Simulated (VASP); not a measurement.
Cd3SeS2: relaxation of shape and atoms at fixed volume with PBE

The system is Cd3SeS2.

```
CELL_PARAMETERS angstrom
4.33594 0.00000 0.00000
-2.16797 3.75504 0.00000
0.00000 0.00000 10.63181
ATOMIC_POSITIONS crystal
Cd 0.00000 0.00000 0.99114
Cd 0.33333 0.66667 0.66665
Cd 0.66667 0.33333 0.34265
Se 0.00000 0.00000 0.24820
S 0.33333 0.66667 0.91295
S 0.66667 0.33333 0.58840
```

```
Program                : VASP 6.6.1
Task                   : relaxation of shape and atoms at fixed volume
Functional             : PBE
Potentials or basis    : VASP PAW PBE potentials, release 64 (Cd, Se, S)
Cutoff                 : 600 eV
k mesh                 : 6 × 6 × 4
Occupations            : gaussian, width 0.02 eV
Spin                   : no spin polarisation
Dipole correction      : no
Further INCAR settings : ALGO = Normal; EDIFF = 1e-06; IBRION = 2; EDIFFG = -0.01; NSW = 50; ISIF = 4
```

```json
{
  "Energy gained by relaxing": "0.0 meV/atom",
  "Ionic steps": "3",
  "Pressure after relaxing": "-2.4 GPa",
  "Largest force after relaxing": "0.005 eV/Å",
  "Band gap on the k mesh": "0.55 eV"
}
```

Forces in eV/Å, atoms in the order of the input:
```
Cd   0.000  0.000  0.005
Cd   0.000  0.000 -0.005
Cd   0.000  0.000 -0.004
Se   0.000  0.000  0.001
S    0.000  0.000  0.005
S    0.000  0.000 -0.003
```

Final structure:
```
Cd Se S
1.0
     4.33656    0.00000    0.00000
    -2.16828    3.75557    0.00000
     0.00000    0.00000   10.62878
Cd Se S
3 1 2
Direct
  0.00000 0.00000 0.99118
  0.33333 0.66667 0.66679
  0.66667 0.33333 0.34251
  0.00000 0.00000 0.24841
  0.33333 0.66667 0.91282
  0.66667 0.33333 0.58829
```

Levels at points of the mesh, in eV from the valence-band top:
```tsv
k point	band 23	band 24	band 25	band 26	band 27	band 28	band 29	band 30	band 31	band 32
(0.00, 0.00, 0.00)	-0.60	-0.60	-0.19	0.00	0.00	0.55	2.31	2.54	6.02	6.16
(0.50, 0.00, 0.00)	-1.71	-1.51	-1.35	-1.18	-0.80	3.21	3.29	3.45	3.81	5.61
(0.00, 0.00, 0.50)	-0.87	-0.51	-0.51	-0.04	-0.04	1.68	1.79	2.51	5.64	5.99
(0.50, 0.00, 0.50)	-1.86	-1.64	-1.39	-0.77	-0.68	2.45	3.62	3.83	4.30	4.50
```

Run time: 3.2 min on 1 thread of AMD EPYC 9R45 96-Core Processor (Zen 5) (shared host), peak memory 0.41 GiB.

Caveat: semilocal functionals underestimate gaps, and a narrow one can read as zero.
